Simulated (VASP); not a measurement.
Here is a VASP 6.6.1 calculation.

File INCAR:

```
PREC = Accurate
ENCUT = 520
EDIFF = 1E-8
ISMEAR = -1
SIGMA = 0.08
LREAL = F
LASPH = T
NELM = 100
ALGO = Normal
ISIF = 2
LWAVE = F
LCHARG = F
GGA = PS
LEFG = T
NBANDS = 12
```

Contents of KPOINTS:

```
regular mesh
0
Gamma
  17 17 17
```

Contents of POSCAR:

```
Ta
1.0
   -1.6677928000      1.6512800000      1.6512800000
    1.6512800000     -1.6677928000      1.6512800000
    1.6512800000      1.6512800000     -1.6677928000
Ta
1
Direct
    0.0000000000      0.0000000000      0.0000000000
```

Potentials or basis: VASP PAW PBE potentials, release 64 (Ta_pv).

The run is started by

```sh
$ cat potpaw_PBE.64/Ta_pv/POTCAR > POTCAR
$ mpirun -np 1 vasp_std > vasp.out
```

Problem. What does it give for the pressure?

Solution. -3.6 GPa.

Problem. What does it give for the band gap on the k mesh?

Solution. Zero (an odd number of electrons rules out a gap without spin polarisation).

Electric field gradients, principal values (V/Å²):
| atom | least | middle | greatest (by size) |
| --- | --- | --- | --- |
| 1 Ta | -7.285 | -7.285 | 14.570 |

Caveat: the cell differs from its parent crystal (equal xy, yz and zx shear strains of -1 %); the cell stands under tension; without QUAD_EFG the Cq values of the log hold for a quadrupole moment of 1 mb, not for the nuclei; the PAW data sets were made with another functional, which shifts forces and pressure a little; spin-orbit coupling is left out, which moves the levels of the heavy elements.
